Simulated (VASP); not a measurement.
# Al2Cu in VASP: further runs, part 3 of 3

VASP 6.6.1. Earlier steps stand in the parts before.

## Step 5: Single point, r2SCAN (strain -0.030 along x and y, -0.015 along z)

Input file POSCAR:

```
Al2Cu
1.0
   -1.9665367913      1.9665367913      2.8239827007
    1.9665367913     -1.9665367913      2.8239827007
    1.9665367913      1.9665367913     -2.8239827007
Al Cu
2 1
Direct
    0.7500000000      0.2500000000      0.5000000000
    0.2500000000      0.7500000000      0.5000000000
    0.5000000000      0.5000000000      0.0000000000
```

Input file INCAR.step1:

```
ALGO     = Normal         # electronic algorithm
EDIFF    = 1E-4           # SCF threshold, eV
ENCUT    = 520            # plane-wave cutoff, eV
GGA      = PE             # functional
ISMEAR   = 0              # smearing method
LASPH    = T              # aspherical terms in the spheres
LCHARG   = F              # write CHGCAR
LREAL    = F              # projectors in reciprocal space
LWAVE    = T              # write WAVECAR
NBANDS   = 16             # bands
NELM     = 60             # most SCF steps
PREC     = Accurate       # precision mode
SIGMA    = 0.15           # smearing width, eV
```

Input file INCAR.step2:

```
ALGO     = Normal         # electronic algorithm
EDIFF    = 1E-6           # SCF threshold, eV
ENCUT    = 520            # plane-wave cutoff, eV
ISIF     = 2              # what is computed and relaxed
ISMEAR   = 0              # smearing method
ISTART   = 1            
LASPH    = T              # aspherical terms in the spheres
LCHARG   = T              # write CHGCAR
LELF     = T              # ELF
LMIXTAU  = T            
LREAL    = F              # projectors in reciprocal space
LVHAR    = T            
LWAVE    = F              # write WAVECAR
METAGGA  = R2SCAN         # meta-GGA
NBANDS   = 16             # bands
NELM     = 60             # most SCF steps
PREC     = Accurate       # precision mode
SIGMA    = 0.15           # smearing width, eV
```

Input file KPOINTS:

```
k-points
0
Gamma
  16 16 16
```

Potentials or basis: VASP PAW PBE potentials, release 64 (Al, Cu).

Run with:

```
> cat potpaw_PBE.64/Al/POTCAR potpaw_PBE.64/Cu/POTCAR > POTCAR
> cp INCAR.step1 INCAR
> mpirun -np 1 vasp_std > vasp.out
> cp INCAR.step2 INCAR
> mpirun -np 1 vasp_std > vasp.out
```

OUTCAR:

```text
EDIFF = 1E-6
   ENCUT = 520
   ISIF = 2
   ISMEAR = 0
   ISTART = 1
   LASPH = T
   LREAL = F
   METAGGA = R2SCAN
   NELM = 60
   PREC = Accurate

 ion  position               nearest neighbor table
   1  0.750  0.250  0.500-   3 2.42   3 2.42   3 2.42   3 2.42   2 2.78   2 2.78   2 2.78   2 2.78
                             2 2.82   2 2.82
   2  0.250  0.750  0.500-   3 2.42   3 2.42   3 2.42   3 2.42   1 2.78   1 2.78   1 2.78   1 2.78
                             1 2.82   1 2.82
   3  0.500  0.500  0.000-   2 2.42   1 2.42   1 2.42   2 2.42   1 2.42   2 2.42   2 2.42   1 2.42

  LATTYP: Found a body centered tetragonal cell.
 ALAT       =     3.9330735826
 C/A-ratio  =     1.4360182394

  Lattice vectors:

 A1 = (  -1.9665367913,   1.9665367913,   2.8239827007)
 A2 = (   1.9665367913,  -1.9665367913,   2.8239827007)
 A3 = (   1.9665367913,   1.9665367913,  -2.8239827007)

Analysis of symmetry for initial positions (statically):
=====================================================================
 Subroutine PRICEL returns:
 Original cell was already a primitive cell.

 Routine SETGRP: Setting up the symmetry group for a
 body centered tetragonal supercell.

 Subroutine GETGRP returns: Found 16 space group operations
 (whereof 16 operations were pure point group operations)
 out of a pool of 16 trial point group operations.

The static configuration has the point symmetry D_4h.

Analysis of symmetry for dynamics (positions and initial velocities):
=====================================================================
 Subroutine PRICEL returns:
 Original cell was already a primitive cell.

 Routine SETGRP: Setting up the symmetry group for a
 body centered tetragonal supercell.

 Subroutine GETGRP returns: Found 16 space group operations
 (whereof 16 operations were pure point group operations)
 out of a pool of 16 trial point group operations.

[... 116 lines left out ...]
   EFERMI =   0.00;   METHOD = LEGACY
   ISMEAR =     0;   SIGMA  =   0.15  broadening in eV -4-tet -1-fermi 0-gaus
   EFERMI_NEDOS =   21; number of points for ismear=-14 and -15
   IALGO  =     38    algorithm
   IMIX   =      4    mixing-type and parameters
     AMIX     =   0.40;   BMIX     =  1.00
     AMIX_MAG =   1.60;   BMIX_MAG =  1.00
  volume/ion in A,a.u.               =      14.56        98.27
  Fermi-wavevector in a.u.,A,eV,Ry     =   1.195223  2.258645 19.436724  1.428559
  Thomas-Fermi vector in A             =   2.331194
   LORBIT       =      0    0 simple, 1 ext, 2 COOP (PROOUT), +10 PAW based schemes
   METAGGA = R2SCAN    functional components
   LHFCALC =     F    Hartree Fock is set to
   AEXX    =    0.0000 exact exchange contribution
   IVDW    =     0    specifies the selected vdW correction
   LEPSILON=     F    determine dielectric tensor
   LRPA    =     F    only Hartree local field effects (RPA)
 non-spin polarized calculation
 Gauss-broadening in eV      SIGMA  =   0.15
  energy-cutoff  :      520.00
  volume of cell :       43.68
 maximum number of plane-waves:      1211
 NGX is ok and might be reduce to    30
   NGX = 15   NGY = 15   NGZ = 15

 number of electron      17.0000000 magnetization

 Free energy of the ion-electron system (eV)
  ---------------------------------------------------
  ext. energy  EPLUGINS =         0.00000000
  ---------------------------------------------------
  free energy    TOTEN  =       -24.82322337 eV

  energy without entropy =      -24.81462380  energy(sigma->0) =      -24.81892358

 E-fermi :   7.8423     XC(G=0): -11.5719

 val. band max:        7.8386076590   @ k =  -0.3125   0.1875   0.0000
 cond. band min:       7.8518233950   @ k =  -0.1875   0.3750   0.1875
 fundamental gap:      0.0132157360
 Fermi energy:         7.8422605333

 k-point     1 :       0.0000    0.0000    0.0000
  band No.  band energies     occupation
      1      -3.4594      2.00000
      2       2.7604      2.00000
      3       2.7604      2.00000
      4       2.7745      2.00000
      5       3.3579      2.00000
      6       3.3903      2.00000
[... 433 lines left out ...]
      3       2.7721      2.00000
      4       2.7869      2.00000
      5       3.3567      2.00000
      6       3.3845      2.00000
[... 8 lines left out ...]
     15      15.5645      0.00000
     16      15.8264      0.00000

 [... further k-points ...]
[... 5 lines left out ...]
  --------------------------------------------------------------------------------------
  -------------------------------------------------------------------------------------
  Total        2.8747490      2.8747490      2.3372691      0.0000000     -0.0000000      0.0000000
  in kB      105.4348890    105.4348890     85.7221625      0.0000000     -0.0000000      0.0000000
  external PRESSURE =      98.8639801 kB  Pullay stress =       0.0000000 kB

 VOLUME and BASIS-vectors are now :
 -----------------------------------------------------------------------------
  energy-cutoff  :      520.00
  volume of cell :       43.68
      direct lattice vectors                 reciprocal lattice vectors
    -1.966536791  1.966536791  2.823982701     0.000000000  0.254254079  0.177054909
     1.966536791 -1.966536791  2.823982701     0.254254079  0.000000000  0.177054909
     1.966536791  1.966536791 -2.823982701     0.254254079  0.254254079  0.000000000

 POSITION                                       TOTAL-FORCE (eV/Angst)
 -----------------------------------------------------------------------------------
      0.00000      1.96654      1.41199         0.000000     -0.000000      0.000000
      1.96654      0.00000      1.41199        -0.000000      0.000000     -0.000000
      0.00000      0.00000      2.82398         0.000000     -0.000000      0.000000
 -----------------------------------------------------------------------------------
    total drift:                                0.000000     -0.000000      0.000000

  FREE ENERGIE OF THE ION-ELECTRON SYSTEM (eV)
  ---------------------------------------------------
  free  energy   TOTEN  =       -24.8232233683 eV

  energy  without entropy=      -24.8146237958  energy(sigma->0) =      -24.81892358
```

OSZICAR.step1:

```text
N       E                     dE             d eps       ncg     rms          rms(c)
DAV:   1     0.633709734949E+02    0.63371E+02   -0.69097E+03 11216   0.116E+03
DAV:   2    -0.114711697762E+02   -0.74842E+02   -0.66460E+02 12072   0.205E+02
DAV:   3    -0.140548292670E+02   -0.25837E+01   -0.25351E+01 15160   0.429E+01
DAV:   4    -0.141099352291E+02   -0.55106E-01   -0.55084E-01 13240   0.536E+00
DAV:   5    -0.141125914783E+02   -0.26562E-02   -0.26562E-02 17328   0.129E+00    0.155E+01
DAV:   6    -0.161755535259E+02   -0.20630E+01   -0.44541E+01 12712   0.221E+02    0.123E+01
DAV:   7    -0.117323673521E+02    0.44432E+01   -0.11158E+01 14008   0.813E+01    0.218E+00
DAV:   8    -0.116243999605E+02    0.10797E+00   -0.11387E+00 15992   0.297E+01    0.194E+00
DAV:   9    -0.115816474168E+02    0.42753E-01   -0.15273E-01 15744   0.104E+01    0.269E-01
DAV:  10    -0.115836273566E+02   -0.19799E-02   -0.49408E-03 18216   0.143E+00    0.330E-01
DAV:  11    -0.115814629162E+02    0.21644E-02   -0.57195E-03 14584   0.264E+00    0.292E-02
DAV:  12    -0.115814984280E+02   -0.35512E-04   -0.32999E-04 10184   0.117E-01
   1 F= -.11581498E+02 E0= -.11577019E+02  d E =-.895822E-02
```

Wall time 7.6 min (1 thread of AMD EPYC 9R45 (Zen 5), shared host); peak memory 0.33 GiB.

What came out:

```yaml
Free_energy: -24.8232 eV
Pressure: 9.9 GPa
Band_gap_on_the_k_mesh: zero (an odd number of electrons rules out a gap without spin polarisation)
```

Stress tensor (GPa, compression positive):
```
10.54  0.00  0.00
 0.00 10.54  0.00
 0.00  0.00  8.57
```

Levels at points of the mesh, in eV from the Fermi level:
| k point | band 6 | band 7 | band 8 | band 9 | band 10 | band 11 | band 12 | band 13 |
| --- | --- | --- | --- | --- | --- | --- | --- | --- |
| (0.00, 0.00, 0.00) | -4.45 | 2.96 | 3.09 | 3.09 | 3.34 | 3.34 | 3.52 | 6.03 |
| (0.50, 0.00, 0.00) | -4.38 | -4.36 | 0.54 | 0.70 | 3.23 | 3.34 | 4.86 | 5.32 |
| (0.50, 0.50, 0.00) | -4.28 | -4.11 | -2.37 | -2.25 | 0.83 | 1.71 | 9.70 | 12.01 |
| (0.50, 0.50, 0.50) | -4.26 | -4.17 | -2.19 | -2.19 | 1.04 | 1.80 | 9.69 | 12.39 |

Caveat: the cell differs from its parent crystal (strain -0.030 along x and y, -0.015 along z); the cell stands under pressure; the PAW data sets were made with another functional, which shifts forces and pressure a little.

## Step 6: Single point, r2SCAN (strain -0.030 along x and y, +0.000 along z)

Input file POSCAR:

```
Al2Cu
1.0
   -1.9665367913      1.9665367913      2.8669875134
    1.9665367913     -1.9665367913      2.8669875134
    1.9665367913      1.9665367913     -2.8669875134
Al Cu
2 1
Direct
    0.7500000000      0.2500000000      0.5000000000
    0.2500000000      0.7500000000      0.5000000000
    0.5000000000      0.5000000000      0.0000000000
```

Input file INCAR.step1:

```
SYSTEM = Al2Cu
PREC = Accurate
ENCUT = 520
ISMEAR = 0
SIGMA = 0.15
LREAL = .FALSE.
LASPH = .TRUE.
NELM = 60
NBANDS = 16
GGA = PE
ALGO = Normal
EDIFF = 1E-4
LWAVE = .TRUE.
LCHARG = .FALSE.
```

Input file INCAR.step2:

```
SYSTEM = Al2Cu
PREC = Accurate
ENCUT = 520
EDIFF = 1E-7
ISMEAR = 0
SIGMA = 0.15
LREAL = .FALSE.
LASPH = .TRUE.
NELM = 60
ALGO = Normal
ISIF = 2
LWAVE = .FALSE.
LCHARG = .FALSE.
METAGGA = R2SCAN
LMIXTAU = .TRUE.
NBANDS = 16
ISTART = 1
```

Input file KPOINTS:

```
Automatic mesh
0
G
  16 16 16
  0 0 0
```

Potentials or basis: VASP PAW PBE potentials, release 64 (Al, Cu).

Run with:

```
> cat potpaw_PBE.64/Al/POTCAR potpaw_PBE.64/Cu/POTCAR > POTCAR
> cp INCAR.step1 INCAR
> mpirun -np 1 vasp_std > vasp.out
> cp INCAR.step2 INCAR
> mpirun -np 1 vasp_std > vasp.out
```

OUTCAR:

```text
SYSTEM = Al2Cu
   PREC = Accurate
   ENCUT = 520
   EDIFF = 1E-7
   ISMEAR = 0
   LREAL = .FALSE.
   LASPH = .TRUE.
   NELM = 60
   ISIF = 2
   METAGGA = R2SCAN
   ISTART = 1

 ion  position               nearest neighbor table
   1  0.750  0.250  0.500-   3 2.43   3 2.43   3 2.43   3 2.43   2 2.78   2 2.78   2 2.78   2 2.78
                             2 2.87   2 2.87
   2  0.250  0.750  0.500-   3 2.43   3 2.43   3 2.43   3 2.43   1 2.78   1 2.78   1 2.78   1 2.78
                             1 2.87   1 2.87
   3  0.500  0.500  0.000-   2 2.43   1 2.43   2 2.43   1 2.43   1 2.43   2 2.43   1 2.43   2 2.43

[... 649 lines left out ...]

 [... further k-points ...]
[... 5 lines left out ...]
  --------------------------------------------------------------------------------------
  -------------------------------------------------------------------------------------
  Total        2.3657874      2.3657874      1.3552812      0.0000000      0.0000000      0.0000000
  in kB       85.4665849     85.4665849     48.9609735      0.0000000      0.0000000      0.0000000
  external PRESSURE =      73.2980478 kB  Pullay stress =       0.0000000 kB

 VOLUME and BASIS-vectors are now :
 -----------------------------------------------------------------------------
  energy-cutoff  :      520.00
  volume of cell :       44.35
      direct lattice vectors                 reciprocal lattice vectors
    -1.966536791  1.966536791  2.866987513     0.000000000  0.254254079  0.174399085
     1.966536791 -1.966536791  2.866987513     0.254254079  0.000000000  0.174399085
     1.966536791  1.966536791 -2.866987513     0.254254079  0.254254079  0.000000000

 POSITION                                       TOTAL-FORCE (eV/Angst)
 -----------------------------------------------------------------------------------
      0.00000      1.96654      1.43349        -0.000000      0.000000      0.000000
      1.96654      0.00000      1.43349         0.000000     -0.000000     -0.000000
      0.00000      0.00000      2.86699        -0.000000      0.000000     -0.000000
 -----------------------------------------------------------------------------------
    total drift:                                0.000000     -0.000000      0.000000

  FREE ENERGIE OF THE ION-ELECTRON SYSTEM (eV)
  ---------------------------------------------------
  free  energy   TOTEN  =       -24.8502761534 eV

  energy  without entropy=      -24.8414692722  energy(sigma->0) =      -24.84587271
```

OUTCAR.step1:

```text
SYSTEM = Al2Cu
   PREC = Accurate
   ENCUT = 520
   ISMEAR = 0
   LREAL = .FALSE.
   LASPH = .TRUE.
[... 684 lines left out ...]
      0.00000      1.96654      1.43349        -0.000000      0.000000      0.000000
      1.96654      0.00000      1.43349         0.000000      0.000000      0.000000
      0.00000      0.00000      2.86699        -0.000000     -0.000000     -0.000000
 -----------------------------------------------------------------------------------
    total drift:                                0.000000     -0.000000      0.000000

  FREE ENERGIE OF THE ION-ELECTRON SYSTEM (eV)
  ---------------------------------------------------
  free  energy   TOTEN  =       -11.6216610123 eV

  energy  without entropy=      -11.6125471854  energy(sigma->0) =      -11.61710410
```

It took 10 min on 1 thread of AMD EPYC 9R45 (Zen 5), shared host; peak memory 0.34 GiB.

What came out:

* Free energy: -24.8503 eV
* Pressure: 7.3 GPa
* Band gap on the k mesh: zero (an odd number of electrons rules out a gap without spin polarisation)

Caveat: the cell differs from its parent crystal (strain -0.030 along x and y, +0.000 along z); the cell stands under pressure; the PAW data sets were made with another functional, which shifts forces and pressure a little.

## Step 7: The runs side by side

```tsv
cell	gap on the mesh (eV)	pressure (GPa)
a = 4.116 Å, angles 121.0, 121.0, 88.3°, 3 atoms	none	-3.0
a = 4.116 Å, angles 119.0, 119.0, 91.7°, 3 atoms	none	-5.6
a = 3.933 Å, angles 120.0, 120.0, 90.0°, 3 atoms	none	11.7
a = 3.964 Å, angles 120.5, 120.5, 89.1°, 3 atoms	none	9.9
a = 3.994 Å, angles 121.0, 121.0, 88.3°, 3 atoms	none	7.3
```

Alike in all rows: task single point; level r2SCAN; potentials or basis VASP PAW PBE potentials, release 64 (Al, Cu); no spin polarisation; k mesh 16 × 16 × 16; cutoff (eV) 520; smearing gaussian 0.15 eV.

Caveats: the PAW data sets were made with another functional, which shifts forces and pressure a little; the cell stands under pressure (at least some runs); the cell stands under tension (at least some runs).

Total energies depend on the potentials used, so only differences within one code and one set of settings carry meaning.

The gap in the log of VASP goes by the Fermi energy; the results here count the filled bands.